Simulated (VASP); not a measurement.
Ni: single point with PBE

Ni:

```
Ni
1.0
     0.00000    1.75846    1.75846
     1.75846    0.00000    1.75846
     1.75846    1.75846    0.00000
Ni
1
Direct
  0.00000 0.00000 0.00000
```

```
Program                : VASP 6.6.1
Task                   : single point
Functional             : PBE
Potentials or basis    : VASP PAW PBE potentials, release 64 (Ni)
Cutoff                 : 520 eV
k mesh                 : 22 × 22 × 22
Occupations            : gaussian, width 0.05 eV
Spin                   : collinear spin, ferromagnetic start
Starting moments       : [0.76] μB
Dipole correction      : no
Further INCAR settings : ALGO = Normal; EDIFF = 1e-06; NBANDS = 15
```

| Property | Result |
| --- | --- |
| Pressure | 0.3 GPa |
| Net moment | 0.64 μB per cell |
| Site moments | Ni +0.66 μB |
| Valence electrons inside the program's atomic spheres | Ni 9.31 |

Levels at points of the mesh, in eV from the Fermi level:
Spin up:
```tsv
k point	band 1	band 2	band 3	band 4	band 5	band 6	band 7	band 8	band 9	band 10
(0.00, 0.00, 0.00)	-9.03	-2.46	-2.46	-2.46	-1.28	-1.28	23.72	27.58	27.58	27.58
(0.50, 0.00, 0.00)	-4.86	-2.44	-2.44	-0.63	-0.63	-0.31	5.64	22.21	24.67	24.67
(0.50, 0.50, 0.00)	-4.67	-4.22	-0.57	-0.50	-0.50	2.44	9.21	14.82	14.82	19.71
```
Spin down:
| k point | band 3 | band 4 | band 5 | band 6 | band 7 | band 8 |
| --- | --- | --- | --- | --- | --- | --- |
| (0.00, 0.00, 0.00) | -1.69 | -1.69 | -0.68 | -0.68 | 23.55 | 27.56 |
| (0.50, 0.00, 0.00) | -1.81 | -0.37 | 0.15 | 0.15 | 6.08 | 22.06 |
| (0.50, 0.50, 0.00) | 0.05 | 0.39 | 0.39 | 2.40 | 9.46 | 14.83 |

Wall time 37 s on 1 thread of Intel(R) Xeon(R) 6975P-C (Granite Rapids), with other jobs on the host, peak memory 0.18 GiB.
